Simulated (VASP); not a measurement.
Ir: single point with PBE

Ir:

```
CELL_PARAMETERS angstrom
-2.23194 2.23194 1.23705
2.23194 -2.23194 1.23705
2.23194 2.23194 -1.23705
ATOMIC_POSITIONS crystal
Ir 0.62500 0.87500 0.75000
Ir 0.37500 0.12500 0.25000
```

```json
{"Program": "VASP 6.6.1", "Task": "single point", "Functional": "PBE", "Potentials or basis": "VASP PAW PBE potentials, release 64 (Ir)", "Cutoff": "520 eV", "k mesh": "18 × 18 × 18", "Occupations": "fermi-dirac, width 0.05 eV", "Spin": "no spin polarisation"}
```

* Pressure: 147.2 GPa
* Band gap on the k mesh: zero (bands 9 and 10 overlap by 4.02 eV)

Stress tensor (GPa, compression positive):
```
146.68   0.00   0.00
  0.00 146.68   0.00
  0.00   0.00 148.32
```

Levels at points of the mesh, in eV from the Fermi level:
```csv
k point,band 5,band 6,band 7,band 8,band 9,band 10,band 11,band 12,band 13,band 14
"(0.00, 0.00, 0.00)",-6.28,-1.50,-1.50,-1.41,-1.41,2.37,4.27,6.19,6.19,17.79
"(0.50, 0.00, 0.00)",-4.04,-3.25,-2.17,-1.02,0.82,1.03,4.30,7.79,8.62,9.77
"(0.50, 0.50, 0.00)",-4.96,-4.96,-2.64,-2.64,0.20,0.20,0.83,0.83,13.78,13.78
"(0.50, 0.50, 0.50)",-2.20,-2.20,-1.80,-1.80,-0.74,-0.74,-0.69,-0.69,8.92,8.92
```

Wall time 5.2 min on 1 thread of Intel Xeon 8259CL, on a shared host, peak memory 0.3 GiB.

Caveat: the cell stands under pressure; spin-orbit coupling is left out, which moves the levels of the heavy elements.
